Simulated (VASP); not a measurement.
Set up this calculation in VASP 6.6.1, as the native input.

* Task: single point
* Functional: PBEsol
* Potentials or basis: VASP PAW PBE potentials, release 64 (Be, S)
* Cutoff: 520 eV
* k mesh: 8 × 8 × 8
* Occupations: fermi-dirac, width 0.02 eV
* Spin: no spin polarisation
* Dipole correction: no
* Further INCAR settings: ALGO = Normal; EDIFF = 1e-06; NBANDS = 11

The structure of BeS lies in POSCAR:

```
BeS
1.0
    0.0000000000      2.4187851319      2.4187851319
    2.4187851319      0.0000000000      2.4187851319
    2.4187851319      2.4187851319      0.0000000000
Be S
1 1
Direct
    0.0000000000      0.0000000000      0.0000000000
    0.7500000000      0.7500000000      0.7500000000
```

The input as run:

INCAR

```
SYSTEM = BeS
ALGO = Normal ; EDIFF = 1E-6
ENCUT = 520 ; GGA = PS
ISIF = 2 ; ISMEAR = -1
LASPH = .TRUE. ; LCHARG = .FALSE.
LREAL = .FALSE. ; LWAVE = .FALSE.
NBANDS = 11 ; NELM = 100
PREC = Accurate ; SIGMA = 0.02
```

KPOINTS

```
k-points
0
G
  8 8 8
  0 0 0
```

Potentials or basis: VASP PAW PBE potentials, release 64 (Be, S).

Run with:

```bash
$ cat potpaw_PBE.64/Be/POTCAR potpaw_PBE.64/S/POTCAR > POTCAR
$ mpirun -np 1 vasp_std > vasp.out
```

Results of the run:

- Pressure: 0.2 GPa
- Band gap on the k mesh: 2.91 eV, indirect (least direct gap 5.61 eV)

Caveat: the PAW data sets were made with another functional, which shifts forces and pressure a little.

It took 10 s on 1 thread of Intel(R) Xeon(R) Platinum 8259CL CPU @ 2.50GHz (Skylake/Cascade Lake), with other jobs on the host, peak memory 0.15 GiB.
